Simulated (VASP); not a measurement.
In3B2As, 6 atoms in the cell. The structure is trigonal, space group R-3m (No. 166). Conventional cell: a = 7.511 Å, b = 7.511 Å, c = 13.029 Å, α = 90.00°, β = 90.00°, γ = 120.00°. In (site symmetry 2/m) has 2 B at 2.19 Å within 2.9 Å. B (site symmetry 3m) has 3 In at 2.19 Å and 1 As at 2.46 Å within 2.9 Å. Within 3.2 Å of As (site symmetry -3m) lie 2 B at 2.46 Å and 6 In at 3.07 Å. The cell was built from a structure type or drawn by symmetry, and may not be a known phase.

```yaml
Program: VASP 6.6.1
Task: single point
Functional: PBE
Potentials_or_basis: VASP PAW PBE potentials, release 64 (In_d, B, As)
Cutoff: 520 eV
k_mesh: 3 × 3 × 3
Occupations: gaussian, width 0.1 eV
Spin: no spin polarisation
Dipole_correction: no
Further_INCAR_settings: ALGO = Normal; EDIFF = 1e-07; NBANDS = 34
```

Potentials or basis: VASP PAW PBE potentials, release 64 (In_d, B, As).

The run is started by

```bash
$ cat potpaw_PBE.64/In_d/POTCAR potpaw_PBE.64/B/POTCAR potpaw_PBE.64/As/POTCAR > POTCAR
$ mpirun -np 1 vasp_std > vasp.out
```

Hardware: 1 thread of Intel(R) Xeon(R) Platinum 8259CL CPU @ 2.50GHz (Skylake/Cascade Lake) (shared host).

**Question.** How long does it take, and how much memory?

**Answer.** Wall time 56 s on 1 thread of Intel(R) Xeon(R) Platinum 8259CL CPU @ 2.50GHz (Skylake/Cascade Lake) (shared host), peak memory 0.33 GiB. Counts: scf iterations 18, k points 6.
